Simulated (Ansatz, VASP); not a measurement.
One calculation of CdS, two programs

```
Cd S
1.0
     0.00000    2.64345    2.64345
     2.64345    0.00000    2.64345
     2.64345    2.64345    0.00000
Cd S
1 1
Direct
  0.00000 0.00000 0.00000
  0.50000 0.50000 0.50000
```

Change from the starting cell: volume scaled by 0.94, PAW files.

Alike in both runs: task single point; functional PBEsol; k mesh 13 × 13 × 13; occupations fermi-dirac, width 0.08 eV; no spin polarisation.

```csv
,VASP,Ansatz
version,VASP 6.6.1,Ansatz 0.2.0
potentials or method,"VASP PAW PBE potentials, release 64 (Cd, S)","PAW with Ansatz's default frozen-core files, scalar-relativistic"
plane-wave cutoff (eV),520,420
valence electrons in the cell,18,26
```

Ansatz gave:

```
pressure (GPa) : 6.0
```

Task: What did VASP give for the same quantities?

Result: Pressure (GPa): 6.8.

VASP's potentials were made for PBE, not for PBEsol. With one functional, cell and mesh, what is left measures potentials, basis and numerics. VASP's potentials hold 18 valence electrons a cell and Ansatz's 26, so a difference there can come from the potentials and not from the codes.
